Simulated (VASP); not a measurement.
# LiF: G0W0 quasiparticle levels with PBE

The system is LiF.

```xyz
2
Lattice="0.0000 1.9949 1.9949 1.9949 0.0000 1.9949 1.9949 1.9949 0.0000" Properties=species:S:1:pos:R:3 pbc="T T T"
Li    0.0000    0.0000    0.0000
F     1.9949    1.9949    1.9949
```

```yaml
Program: VASP 6.6.1
Task: G0W0 quasiparticle levels
Functional: PBE
Potentials_or_basis: VASP PAW PBE potentials, release 64 (Li_GW, F_GW)
Cutoff: 500 eV
k_mesh: 6 × 6 × 6
Occupations: gaussian, width 0.01 eV
Spin: no spin polarisation
Dipole_correction: no
GW_scheme: G0W0
GW_iterations: 1
Cutoff_of_the_response_function: 140
Frequency_points: 96
Empty_bands: 59
Further_INCAR_settings: ALGO = EVGW0; EDIFF = 1e-08; NBANDS = 63
```

```yaml
Quasiparticle_gap: 13.62 eV
Least_direct_quasiparticle_gap: 13.62 eV
Band_gap_of_the_starting_levels_on_the_mesh: 9.31 eV
Least_direct_gap_of_the_starting_levels_on_the_mesh: 9.31 eV
```

Run time: 2.3 min on 1 thread of AMD EPYC 7R13 Processor (Zen 3), with other jobs on the host, peak memory 0.25 GiB.

Caveat: the k points lie up to 0.45 Å⁻¹ apart; bands, screening cutoff and mesh are small and nothing is extrapolated, so the quasiparticle values aren't converged.
